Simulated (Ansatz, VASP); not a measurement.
# BeCd2Te3: VASP beside Ansatz

Contents of INCAR:

```
ALGO = Normal
EDIFF = 1E-7
EDIFFG = -0.04
ENCUT = 600
GGA = PE
GGA_COMPAT = False
IBRION = 2
ISIF = 3
ISMEAR = 0
LASPH = True
LCHARG = False
LREAL = False
LWAVE = False
NELM = 120
NELMIN = 4
NSW = 90
PREC = Accurate
SIGMA = 0.1
```

Contents of KPOINTS:

```
k-points
0
Gamma
  4 4 2
```

The input POSCAR:

```
BeCd2Te3
1.0
    4.4871323700      0.0000000000      0.0000000000
    0.0000000000      4.4871323700      0.0000000000
    0.0000000000      0.0000000000      8.6375365900
Be Cd Te
1 2 3
Direct
    0.0000000000      0.0000000000      0.0000000000
    0.0000000000      0.0000000000      0.7732483200
    0.0000000000      0.0000000000      0.2267516800
    0.0000000000      0.5000000000      0.0000000000
    0.5000000000      0.0000000000      0.0000000000
    0.0000000000      0.0000000000      0.5000000000
```

Input for Ansatz:

```yaml
crystal:
  lattice:
    - [4.48713237, 0.0, 0.0]
    - [0.0, 4.48713237, 0.0]
    - [0.0, 0.0, 8.63753659]
  atoms:
    - { symbol: Be, position: [0.0, 0.0, 0.0] }
    - { symbol: Cd, position: [0.0, 0.0, 0.77324832] }
    - { symbol: Cd, position: [0.0, 0.0, 0.22675168] }
    - { symbol: Te, position: [0.0, 0.5, 0.0] }
    - { symbol: Te, position: [0.5, 0.0, 0.0] }
    - { symbol: Te, position: [0.0, 0.0, 0.5] }
basis:
  ecutwfc: 420
kpoints:
  mp_grid: { grid: [4, 4, 2] }
hamiltonian:
  xc: pbe
scf:
  occupations: { method: gaussian, width: 0.1 }
  lower_state_search: "off"
output:
  forces: true
  stress: true
  eigenvalues: true
relax:
  adjacent_minimum: "off"
  f_tol: 0.04
  max_steps: 70
  cell: { stress_tol: 0.4 }
```

Alike in both runs: task relaxation of cell and atoms; functional PBE; k mesh 4 × 4 × 2; occupations gaussian, width 0.1 eV; no spin polarisation.

|  | VASP | Ansatz |
| --- | --- | --- |
| version | VASP 6.6.1 | Ansatz 0.2.0 |
| potentials or method | VASP PAW PBE potentials, release 64 (Be, Cd, Te), cutoff 600 eV | scalar-relativistic, plane waves, PAW |
| valence electrons in the cell | 44 | 90 |

Ansatz gave:

```
gap on the k mesh at the Fermi level, each at its own relaxed structure (eV) : none
relaxed volume (Å³/atom)                                                     : 43.20
relaxed cell length with the largest relative difference (Å)                 : 4.980
```

Problem. What did VASP give for the same quantities?

Solution. gap on the k mesh at the Fermi level, each at its own relaxed structure (eV): none; relaxed volume (Å³/atom): 43.13; relaxed cell length with the largest relative difference (Å): 4.976.

A gap of «none» marks a metal or a gap that the smearing closes. VASP's potentials hold 44 valence electrons a cell and Ansatz's 90, so a difference there can come from the potentials and not from the codes.

The k mesh is coarse, so the values compare programs but aren't converged. Neither program's run includes spin-orbit coupling. Noted on VASP's run: the volume moved by over 15 % at a fixed basis, so the end points are rough.
